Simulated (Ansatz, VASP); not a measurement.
Rh: VASP beside Ansatz

Contents of INCAR:

```
SYSTEM = Rh
PREC     = Accurate       ! precision mode
ENCUT    = 520            ! plane-wave cutoff, eV
EDIFF    = 1E-6           ! SCF threshold, eV
ISMEAR   = 0              ! smearing method
SIGMA    = 0.15           ! smearing width, eV
LREAL    = .FALSE.        ! projectors in reciprocal space
LASPH    = .TRUE.         ! aspherical terms in the spheres
NELM     = 60             ! most SCF steps
ALGO     = Fast           ! electronic algorithm
ISIF     = 2              ! what is computed and relaxed
LWAVE    = .FALSE.        ! write WAVECAR
LCHARG   = .TRUE.         ! write CHGCAR
GGA      = PS             ! functional
LELF     = .TRUE.         ! ELF
LVHAR    = .TRUE.       
NBANDS   = 22             ! bands
```

Contents of KPOINTS:

```
Automatic mesh
0
G
  24 24 14
  0 0 0
```

File POSCAR:

```
Rh
1.0
    2.4736371980      0.0000000000      0.0000000000
   -1.2368185990      2.1422326532      0.0000000000
    0.0000000000      0.0000000000      4.1558594340
Rh
2
Direct
    0.6666666667      0.3333333333      0.7500000000
    0.3333333333      0.6666666667      0.2500000000
```

Input for Ansatz:

```yaml
crystal:
  lattice:
    - [2.473637198, 0.0, 0.0]
    - [-1.236818599, 2.1422326532, 0.0]
    - [0.0, 0.0, 4.155859434]
  atoms:
    - { symbol: Rh, position: [0.6666666667, 0.3333333333, 0.75] }
    - { symbol: Rh, position: [0.3333333333, 0.6666666667, 0.25] }
basis:
  ecutwfc: 420
kpoints:
  mp_grid: { grid: [24, 24, 14] }
hamiltonian:
  xc: pbesol
scf:
  occupations: { method: gaussian, width: 0.15 }
output:
  forces: true
  stress: true
  eigenvalues: true
```

Change from the starting cell: strain -0.080 along x and y, -0.040 along z, atoms carried along.

Alike in both runs: task single point; functional PBEsol; k mesh 24 × 24 × 14; occupations gaussian, width 0.15 eV; no spin polarisation.

|  | VASP | Ansatz |
| --- | --- | --- |
| version | VASP 6.6.1 | Ansatz 0.2.0 |
| potentials or method | VASP PAW PBE potentials, release 64 (Rh_pv), cutoff 520 eV | scalar-relativistic, plane waves, PAW |
| valence electrons in the cell | 30 | 34 |

|  | VASP | Ansatz | Ansatz less VASP |
| --- | --- | --- | --- |
| gap on the k mesh at the Fermi level (eV) | none | none | - |
| pressure (GPa) | 103.2 | 102.9 | -0.31 |
| traceless stress, the component that is largest in VASP (GPa) | -15.89 | -15.79 | +0.101 |

VASP's potentials were made for PBE, not for PBEsol. A gap of «none» marks a metal or a gap that the smearing closes. Both programs put the cell under a high pressure, so it lies far from rest at this level. VASP's potentials hold 30 valence electrons a cell and Ansatz's 34, so a difference there can come from the potentials and not from the codes.

Noted on VASP's run: the cell as given lies far from equilibrium.
